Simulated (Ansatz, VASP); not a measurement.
TiAl: VASP beside Ansatz

```xyz
2
Lattice="3.0402 0.0000 0.0000 0.0000 3.2719 0.0000 0.0000 0.0000 3.1561" Properties=species:S:1:pos:R:3 pbc="T T T"
Ti    0.0000    0.0000    0.0000
Al    1.5201    1.6360    1.5780
```

Change from the starting cell: normal strain along x -0.0367, normal strain along y +0.0367.

Alike in both runs: task single point; functional PBEsol; k mesh 14 × 14 × 14; occupations gaussian, width 0.15 eV; no spin polarisation.

|  | VASP | Ansatz |
| --- | --- | --- |
| version | VASP 6.6.1 | Ansatz 0.2.0 |
| potentials or method | VASP PAW PBE potentials, release 64 (Ti_sv, Al), cutoff 520 eV | scalar-relativistic, plane waves, PAW |
| valence electrons in the cell | 15 | 15 |

```tsv
	VASP	Ansatz	Ansatz less VASP
gap on the k mesh at the Fermi level (eV)	none	none	-
pressure (GPa)	0.4	0.3	-0.10
traceless stress, the component that is largest in VASP (GPa)	2.56	2.56	+0.004
```

VASP's potentials were made for PBE, not for PBEsol, and Ansatz warns of the same on its side. A gap of «none» marks a metal or a gap that the smearing closes.
